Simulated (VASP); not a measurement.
Write the native input for VASP 6.6.1 that does the following.

| Quantity | Value |
| --- | --- |
| Task | single point |
| Functional | PBE |
| Potentials or basis | VASP PAW PBE potentials, release 64 (Al, As) |
| Cutoff | 520 eV |
| k mesh | 3 × 3 × 3 |
| Occupations | gaussian, width 0.2 eV |
| Spin | no spin polarisation |
| Dipole correction | no |
| Further INCAR settings | ALGO = Normal; EDIFF = 1e-06; NBANDS = 34 |

The structure of AlAs4 lies in POSCAR:

```
AlAs4
1.0
    6.2414628266      0.0000000000      0.0000000000
    0.0000000000      6.2414628266      0.0000000000
    0.0000000000      0.0000000000      5.3781157679
Al As
2 8
Direct
    0.0000000000      0.0000000000      0.0000000000
    0.5000000000      0.5000000000      0.5000000000
    0.6416010959      0.8467427224      0.2575297346
    0.3583989041      0.1532572776      0.2575297346
    0.8467427224      0.3583989041      0.7424702654
    0.1532572776      0.6416010959      0.7424702654
    0.8583989041      0.3467427224      0.2424702654
    0.1416010959      0.6532572776      0.2424702654
    0.6532572776      0.8583989041      0.7575297346
    0.3467427224      0.1416010959      0.7575297346
```

The cell was built from a structure type or drawn by symmetry, and may not be a known phase.

One way to write it, as run:

INCAR

```
ALGO     = Normal         # electronic algorithm
EDIFF    = 1E-6           # SCF threshold, eV
ENCUT    = 520            # plane-wave cutoff, eV
GGA      = PE             # functional
ISIF     = 2              # what is computed and relaxed
ISMEAR   = 0              # smearing method
LASPH    = T              # aspherical terms in the spheres
LCHARG   = T              # write CHGCAR
LELF     = T              # ELF
LREAL    = F              # projectors in reciprocal space
LVHAR    = T            
LWAVE    = F              # write WAVECAR
NBANDS   = 34             # bands
NELM     = 60             # most SCF steps
PREC     = Accurate       # precision mode
SIGMA    = 0.2            # smearing width, eV
```

KPOINTS

```
k-points
0
Gamma
  3 3 3
```

Potentials or basis: VASP PAW PBE potentials, release 64 (Al, As).

The run is started by

```bash
$ cat potpaw_PBE.64/Al/POTCAR potpaw_PBE.64/As/POTCAR > POTCAR
$ mpirun -np 1 vasp_std > vasp.out
```

It gave:

| Quantity | Value |
| --- | --- |
| Pressure | 0.1 GPa |
| Largest force | 0.077 eV/Å |
| Band gap on the k mesh | zero (bands 23 and 24 overlap by 1.11 eV) |

Caveat: the k points lie up to 0.39 Å⁻¹ apart, too coarse for converged energies and pressures of a metal.

Wall time 61 s on 1 thread of AMD EPYC 7R43 64-Core Processor (Zen 3), on a shared host, peak memory 0.24 GiB.
